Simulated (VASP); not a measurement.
A run of VASP 6.6.1 is set up as follows.

File POSCAR:

```
Al
1.0
   -1.5912186900      1.5912186900      1.5912186900
    1.5912186900     -1.5912186900      1.5912186900
    1.5912186900      1.5912186900     -1.5912186900
Al
1
Direct
    0.0000000000      0.0000000000      0.0000000000
```

INCAR.step1

```
PREC = Accurate
ENCUT = 400
EDIFF = 1E-5
ISMEAR = 1
SIGMA = 0.05
LREAL = F
LASPH = T
NELM = 120
ALGO = Normal
ISIF = 2
LWAVE = T
NBANDS = 8
GGA = PE
GGA_COMPAT = F
```

The input INCAR.step2:

```
PREC = Accurate
ENCUT = 400
EDIFF = 1E-6
ISMEAR = 1
SIGMA = 0.05
LREAL = F
LASPH = T
NELM = 120
ALGO = Normal
ISIF = 2
LWAVE = F
LCHARG = T
GGA = B3
LHFCALC = T
AEXX = 0.2
AGGAX = 0.72
AGGAC = 0.81
ALDAC = 0.19
PRECFOCK = Normal
IVDW = 12
LELF = T
LVHAR = T
NBANDS = 8
ISTART = 1
GGA_COMPAT = F
```

File KPOINTS:

```
regular mesh
0
Gamma
  8 8 8
```

Potentials or basis: VASP PAW PBE potentials, release 64 (Al).

The run is started by

```console
$ cat potpaw_PBE.64/Al/POTCAR > POTCAR
$ cp INCAR.step1 INCAR
$ mpirun -np 1 vasp_std > vasp.out
$ cp INCAR.step2 INCAR
$ mpirun -np 1 vasp_std > vasp.out
```

Task: Estimate the dispersion energy per atom.

Result: -0.679 eV.

Task: Predict the pressure.

Result: -0.2 GPa.

Caveat: the PAW data sets were made with another functional, which shifts forces and pressure a little.
